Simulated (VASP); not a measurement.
# ZnS (klda) (F-43m) in VASP: vibrations by perturbation theory with LDA

Aim: the vibrations by perturbation theory of ZnS (klda) with LDA.

Program: VASP 6.6.1. These are calculated values, not measurements. Logs are shortened: lines on timing, memory, paths and dates and some standing lists are left out, and cuts for length are marked.

## 1. The cell of the first run

The structure is cubic, space group F-43m (No. 216). The conventional cell has a = 5.297 Å, b = 5.297 Å, c = 5.297 Å, α = 90.00°, β = 90.00°, γ = 90.00°. Zn (site symmetry -43m) has 4 S at 2.29 Å within 3.0 Å. S (site symmetry -43m) has 4 Zn at 2.29 Å within 3.0 Å.

## 2. Vibrations by perturbation theory, LDA

File INCAR:

```
  ALGO = Normal
  EDIFF = 1E-8
  ENCUT = 520
  GGA = CA
  IBRION = 8
  ISIF = 2
  ISMEAR = 0
  LASPH = True
  LCHARG = False
  LEPSILON = True
  LREAL = False
  LWAVE = False
  NELM = 100
  NSW = 1
  PREC = Accurate
  SIGMA = 0.01
```

File KPOINTS:

```
k-points
0
Gamma
  10 10 10
```

File POSCAR:

```
ZnS
1.0
    0.0000000000      2.6483808356      2.6483808356
    2.6483808356      0.0000000000      2.6483808356
    2.6483808356      2.6483808356      0.0000000000
Zn S
1 1
Direct
    0.0000000000      0.0000000000      0.0000000000
    0.7500000000      0.7500000000      0.7500000000
```

Potentials or basis: VASP PAW LDA potentials, release 64 (Zn, S).

On the command line:

```bash
$ cat potpaw_LDA.64/Zn/POTCAR potpaw_LDA.64/S/POTCAR > POTCAR
$ mpirun -np 1 vasp_std > vasp.out
```

OUTCAR:

```text
EDIFF = 1E-8
   ENCUT = 520
   GGA = CA
   IBRION = 8
   ISIF = 2
   ISMEAR = 0
   LASPH = True
   LEPSILON = True
   LREAL = False
   NELM = 100
   NSW = 1
   PREC = Accurate

 ion  position               nearest neighbor table
   1  0.000  0.000  0.000-   2 2.29   2 2.29   2 2.29   2 2.29
   2  0.750  0.750  0.750-   1 2.29   1 2.29   1 2.29   1 2.29

  LATTYP: Found a face centered cubic cell.
 ALAT       =     5.2967616712

  Lattice vectors:

 A1 = (   0.0000000000,   2.6483808356,   2.6483808356)
 A2 = (   2.6483808356,   0.0000000000,   2.6483808356)
 A3 = (   2.6483808356,   2.6483808356,   0.0000000000)

Analysis of symmetry for initial positions (statically):
=====================================================================
 Subroutine PRICEL returns:
 Original cell was already a primitive cell.

 Routine SETGRP: Setting up the symmetry group for a
 face centered cubic supercell.

 Subroutine GETGRP returns: Found 24 space group operations
 (whereof 24 operations were pure point group operations)
 out of a pool of 48 trial point group operations.

The static configuration has the point symmetry T_d .

Analysis of symmetry for dynamics (positions and initial velocities):
=====================================================================
 Subroutine PRICEL returns:
 Original cell was already a primitive cell.

 Routine SETGRP: Setting up the symmetry group for a
 face centered cubic supercell.

 Subroutine GETGRP returns: Found 24 space group operations
 (whereof 24 operations were pure point group operations)
 out of a pool of 48 trial point group operations.

The dynamic configuration has the point symmetry T_d .

 Subroutine INISYM returns: Found 24 space group operations
 (whereof 24 operations are pure point group operations),
 and found     1 'primitive' translations

----------------------------------------------------------------------------------------

[... 614 lines left out ...]
     0.00000  6.62998  0.01714

 MACROSCOPIC STATIC DIELECTRIC TENSOR (including local field effects in DFT)
 ------------------------------------------------------
           6.148649     0.000000    -0.000000
           0.000000     6.148649    -0.000000
           0.000000     0.000000     6.148649
 ------------------------------------------------------

 PIEZOELECTRIC TENSOR (including local field effects)  for field in x, y, z        (e  Angst)
          XX          YY          ZZ          XY          YZ          ZX
  --------------------------------------------------------------------------------
  x     0.00000     0.00000    -0.00000     0.00000     1.53368     0.00000
  y     0.00000    -0.00000     0.00000     0.00000     0.00000     1.53368
  z     0.00000    -0.00000     0.00000     1.53368     0.00000     0.00000

 PIEZOELECTRIC TENSOR (including local field effects)  for field in x, y, z        (C/m^2)
          XX          YY          ZZ          XY          YZ          ZX
  --------------------------------------------------------------------------------
  x     0.00000     0.00000    -0.00000     0.00000     0.66141     0.00000
  y     0.00000    -0.00000     0.00000     0.00000     0.00000     0.66141
  z     0.00000    -0.00000     0.00000     0.66141     0.00000     0.00000

 BORN EFFECTIVE CHARGES (including local field effects) (in |e|, cummulative output)
 ---------------------------------------------------------------------------------
 ion    1
    1     1.91240     0.00000     0.00000
    2     0.00000     1.91240     0.00000
    3     0.00000    -0.00000     1.91240
 ion    2
    1    -1.91240    -0.00000    -0.00000
    2    -0.00000    -1.91240     0.00000
    3    -0.00000     0.00000    -1.91240

 INTERNAL STRAIN TENSOR FOR ION    2 for displacements in x,y,z  (eV/Angst):
          X           Y           Z          XY          YZ          ZX
  --------------------------------------------------------------------------------
  x    -0.00000     0.00000     0.00000     0.00000     6.62998     0.00000
  y     0.00000     0.00000     0.00000     0.00000     0.00000     6.62998
  z     0.00000     0.00000    -0.00000     6.62998     0.00000     0.00000

 SECOND DERIVATIVES (NOT SYMMETRIZED)
 ------------------------------------
               1X          1Y          1Z          2X          2Y          2Z
  1X    -6.845093    0.000000    0.000000    6.845093    0.000000    0.000000
  1Y     0.000000   -6.845093    0.000000    0.000000    6.845093    0.000000
  1Z     0.000000    0.000000   -6.845093    0.000000    0.000000    6.845093
  2X     6.763735    0.000000    0.000000   -6.763735    0.000000    0.000000
  2Y     0.000000    6.763735    0.000000    0.000000   -6.763735    0.000000
  2Z     0.000000    0.000000    6.763735    0.000000    0.000000   -6.763735

 Eigenvectors and eigenvalues of the dynamical matrix
 ----------------------------------------------------

   1 f  =    8.782733 THz    55.183540 2PiTHz  292.960444 cm-1    36.322450 meV
             X         Y         Z           dx          dy          dz
      0.000000  0.000000  0.000000    -0.575915    0.000000    0.000000
      3.972571  3.972571  3.972571     0.817509    0.000000    0.000000
[... 21 lines left out ...]
   6 f/i=    0.024721 THz     0.155327 2PiTHz    0.824605 cm-1     0.102238 meV
             X         Y         Z           dx          dy          dz
      0.000000  0.000000  0.000000     0.000000    0.000000    0.817509
      3.972571  3.972571  3.972571     0.000000    0.000000    0.575915

--------------------------------------------------------------------------------------------------------

 MACROSCOPIC STATIC DIELECTRIC TENSOR IONIC CONTRIBUTION
 ------------------------------------------------------
           2.617913     0.000000     0.000000
           0.000000     2.617913    -0.000000
           0.000000    -0.000000     2.617913
 ------------------------------------------------------

 ELASTIC MODULI CONTR FROM IONIC RELAXATION (kBar)
 Direction    XX          YY          ZZ          XY          YZ          ZX
 --------------------------------------------------------------------------------
 XX          -0.0000      0.0000      0.0000      0.0000      0.0000      0.0000
 YY           0.0000     -0.0000      0.0000      0.0000      0.0000     -0.0000
 ZZ           0.0000      0.0000     -0.0000      0.0000      0.0000      0.0000
 XY           0.0000      0.0000      0.0000   -278.1399      0.0000      0.0000
 YZ           0.0000      0.0000      0.0000      0.0000   -278.1399      0.0000
 ZX           0.0000     -0.0000      0.0000      0.0000      0.0000   -278.1399
 --------------------------------------------------------------------------------

 PIEZOELECTRIC TENSOR IONIC CONTR  for field in x, y, z        (C/m^2)
          XX          YY          ZZ          XY          YZ          ZX
  --------------------------------------------------------------------------------
  x     0.00000    -0.00000     0.00000    -0.00000    -0.80294    -0.00000
  y     0.00000    -0.00000     0.00000     0.00000    -0.00000    -0.80294
  z     0.00000     0.00000     0.00000    -0.80294    -0.00000     0.00000
```

Wall time 7.3 min (1 thread of Intel Xeon 6975P-C, shared host); peak memory 0.33 GiB.

What came out:

```yaml
Electronic_dielectric_tensor_diagonal: 6.15
Born_charges_mean_of_the_diagonal: Zn +1.91; S -1.91 e
Highest_phonon_frequency_at_Γ_LO-TO_splitting_left_out: 293 cm⁻¹
```

Phonon frequencies in cm⁻¹ (negative: imaginary):
| q point | frequencies |
| --- | --- |
| (0.000, 0.000, 0.000) | -1 -1 -1 293 293 293 |

Electronic dielectric tensor:
```
6.15 0.00 0.00
0.00 6.15 0.00
0.00 0.00 6.15
```

Born effective charge tensors (e):
atom 1, Zn
```
1.91 0.00 0.00
0.00 1.91 0.00
0.00 0.00 1.91
```
atom 2, S
```
-1.91  0.00  0.00
 0.00 -1.91  0.00
 0.00  0.00 -1.91
```
